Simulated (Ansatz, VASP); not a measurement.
# One calculation of LiF, two programs

INCAR

```
PREC = Accurate
ENCUT = 520
EDIFF = 1E-6
ISMEAR = 0
SIGMA = 0.01
LREAL = False
LASPH = True
NELM = 100
ALGO = Normal
ISIF = 2
LWAVE = False
LCHARG = True
LELF = True
LVHAR = True
NBANDS = 12
```

File KPOINTS:

```
regular mesh
0
Gamma
  10 10 10
```

The input POSCAR:

```
LiF
1.0
    0.0000000000      1.9948691892      1.9948691892
    1.9948691892      0.0000000000      1.9948691892
    1.9948691892      1.9948691892      0.0000000000
Li F
1 1
Direct
    0.0000000000      0.0000000000      0.0000000000
    0.5000000000      0.5000000000      0.5000000000
```

Input for Ansatz:

```yaml
crystal:
  lattice:
    - [0.0, 1.9948691892, 1.9948691892]
    - [1.9948691892, 0.0, 1.9948691892]
    - [1.9948691892, 1.9948691892, 0.0]
  atoms:
    - { symbol: Li, position: [0.0, 0.0, 0.0] }
    - { symbol: F, position: [0.5, 0.5, 0.5] }
kpoints:
  mp_grid: { grid: [10, 10, 10] }
  band_path:
    path:
      - [0.0, 0.0, 0.0]
      - [0.5, 0.0, 0.5]
      - [0.625, 0.25, 0.625]
      - [0.375, 0.375, 0.75]
      - [0.5, 0.5, 0.5]
      - [0.5, 0.25, 0.75]
      - [-0.0625, 0.0, 0.0625]
    npoints: 1
hamiltonian:
  xc: lda
scf:
  occupations: { method: fixed }
  n_extra_bands: 4
output:
  forces: true
  stress: true
  eigenvalues: true
```

Alike in both runs: task single point; functional LDA; k mesh 10 × 10 × 10; no spin polarisation.

```csv
,VASP,Ansatz
version,VASP 6.6.1,Ansatz 0.2.0
potentials or method,"VASP PAW LDA potentials, release 64 (Li_sv, F)","plane waves, PAW"
plane-wave cutoff (eV),520,420
occupations,"gaussian, width 0.01 eV",fixed
valence electrons in the cell,10,10
```

```csv
,VASP,Ansatz,Ansatz less VASP
gap on the k mesh at the Fermi level (eV),9.10,9.10,+0.006
```

LDA's correlation is that of Perdew and Zunger in VASP and of Perdew and Wang (1992) in Ansatz.

Noted on VASP's run: the cutoff is short for stress, so the pressure is rough.
